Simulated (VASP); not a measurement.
CaO:

```
CELL_PARAMETERS angstrom
0.00000 2.40356 2.40356
2.40356 0.00000 2.40356
2.40356 2.40356 0.00000
ATOMIC_POSITIONS crystal
Ca 0.00000 0.00000 0.00000
O 0.50000 0.50000 0.50000
```

* Program: VASP 6.6.1
* Task: relaxation of cell and atoms
* Functional: PBEsol
* Dispersion: D3(BJ)
* Potentials or basis: VASP PAW PBE potentials, release 64 (Ca_sv, O)
* Cutoff: 600 eV
* k mesh: 10 × 10 × 10
* Occupations: fermi-dirac, width 0.05 eV
* Spin: no spin polarisation

At the start: pressure -5.4 GPa; volume 13.89 Å³/atom.

Problem. How do energy, volume and symmetry change on relaxing?

Solution. Over 3 steps the energy falls by 11.6 meV/atom and the volume is 13.23 Å³/atom (-4.7 %); space group Fm-3m (No. 225, to 0.1 Å) before and after.

The path:
| step | energy change (eV) | largest force (eV/Å) | pressure (GPa) | volume (Å³) |
| --- | --- | --- | --- | --- |
| 1 | 0.0000 | 0.0000 | -5.38 | 27.77 |
| 2 | -0.0191 | 0.0000 | 2.55 | 25.94 |
| 3 | -0.0231 | 0.0000 | 0.01 | 26.45 |

Final structure:
```yaml
crystal:
  lattice:
    - [0.00000, 2.36496, 2.36496]
    - [2.36496, 0.00000, 2.36496]
    - [2.36496, 2.36496, 0.00000]
  atoms:
    - { symbol: Ca, position: [0.00000, 0.00000, 0.00000] }
    - { symbol: O, position: [0.50000, 0.50000, 0.50000] }
```

Caveat: the PAW data sets were made with another functional, which shifts forces and pressure a little.
